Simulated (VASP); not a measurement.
Runs of VASP 6.6.1 on Si. The structure is that of space group Fd-3m (No. 227), or close to it. The cells are those of the table. 

| task | level | potentials or basis | cell | k mesh | cutoff (eV) | smearing | gap on the mesh (eV) | pressure (GPa) | relaxed volume (Å³/atom) |
| --- | --- | --- | --- | --- | --- | --- | --- | --- | --- |
| relaxation of cell and atoms | PBEsol | VASP PAW PBE potentials, release 64 (Si) | relaxed from a = 3.820 Å, angles 60.0°, 2 atoms | 12 × 12 × 12 | 600 | gaussian 0.02 eV | 0.46 | 0.0 | 20.08 |
| single point | LDA | VASP PAW LDA potentials, release 64 (Si) | a = 3.820 Å, angles 60.0°, 2 atoms | 8 × 8 × 8 | 500 | gaussian 0.02 eV | 0.49 | 0.1 | - |
| single point | LDA | VASP PAW LDA potentials, release 64 (Si) | a = 3.820 Å, angles 60.0°, 2 atoms | 12 × 12 × 12 | 520 | gaussian 0.02 eV | 0.44 | 0.0 | - |
| single point | PBEsol | VASP PAW PBE potentials, release 64 (Si) | a = 3.842 Å, angles 60.0°, 2 atoms | 12 × 12 × 12 | 520 | gaussian 0.02 eV | 0.46 | 0.1 | - |
| relaxation of cell and atoms | LDA | VASP PAW LDA potentials, release 64 (Si) | relaxed from a = 3.820 Å, angles 60.0°, 2 atoms | 12 × 12 × 12 | 600 | gaussian 0.02 eV | 0.44 | 0.0 | 19.72 |
| single point | LDA | VASP PAW LDA potentials, release 64 (Si) | a = 3.849 Å, angles 60.0°, 2 atoms | 6 × 6 × 6 | 500 | gaussian 0.1 eV | (b) | (a) | - |

Alike in all rows: no spin polarisation.

Q: Fill in the values left out.

A: (a) -2.0; (b) 0.61.

Caveats: the PAW data sets were made with another functional, which shifts forces and pressure a little (some runs).

A k mesh can miss the band edges.
